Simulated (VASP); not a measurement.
P: single point with HSE06

The system is P.

```
P
1.0
     2.44367    0.00000    0.00000
     0.00000    2.44367    0.00000
     0.00000    0.00000    2.44367
P
1
Direct
  0.00000 0.00000 0.00000
```

| Item | Value |
| --- | --- |
| Program | VASP 6.6.1 |
| Task | single point |
| Functional | HSE06 |
| Potentials or basis | VASP PAW PBE potentials, release 64 (P) |
| Cutoff | 520 eV |
| k mesh | 7 × 7 × 7 |
| Occupations | fermi-dirac, width 0.1 eV |
| Spin | no spin polarisation |
| Dipole correction | no |
| Grid for exact exchange (PRECFOCK) | Normal |
| Further INCAR settings | ALGO = Normal; EDIFF = 1e-06; NBANDS = 8 |
| Screening parameter | 0.2079 1/Å |

* Pressure: -3.5 GPa

Levels at points of the mesh, in eV from the Fermi level:
```tsv
k point	band 1	band 2	band 3	band 4	band 5	band 6	band 7
(0.00, 0.00, 0.00)	-17.99	6.31	6.31	6.31	8.02	8.02	15.61
```

It took 5.4 min on 1 thread of AMD EPYC 7R13, on a shared host, peak memory 0.18 GiB.

Caveat: the k points lie up to 0.37 Å⁻¹ apart; the PAW data sets were made with another functional, which shifts forces and pressure a little.
